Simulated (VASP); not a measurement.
Input of a VASP 6.6.1 run:

The input INCAR:

```
PREC     = Accurate       # precision mode
ENCUT    = 520            # plane-wave cutoff, eV
EDIFF    = 1E-6           # SCF threshold, eV
ISMEAR   = -1             # smearing method
SIGMA    = 0.1            # smearing width, eV
LREAL    = F              # projectors in reciprocal space
LASPH    = T              # aspherical terms in the spheres
NELM     = 100            # most SCF steps
ALGO     = Normal         # electronic algorithm
ISIF     = 2              # what is computed and relaxed
LWAVE    = F              # write WAVECAR
LCHARG   = F              # write CHGCAR
GGA      = PS             # functional
NBANDS   = 12             # bands
```

File KPOINTS:

```
Automatic mesh
0
Gamma
  15 15 15
```

File POSCAR:

```
Ga
1.0
    2.4490965702      0.0000000000      0.0000000000
    0.0000000000      2.4490965702      0.0000000000
    0.0000000000      0.0000000000      2.4490965702
Ga
1
Direct
    0.0000000000      0.0000000000      0.0000000000
```

Potentials or basis: VASP PAW PBE potentials, release 64 (Ga_d).

Command:

```sh
$ cat potpaw_PBE.64/Ga_d/POTCAR > POTCAR
$ mpirun -np 1 vasp_std > vasp.out
```

(1) What does it give for the pressure?

## Answers

(1) 26.1 GPa.

Caveat: the PAW data sets were made with another functional, which shifts forces and pressure a little.
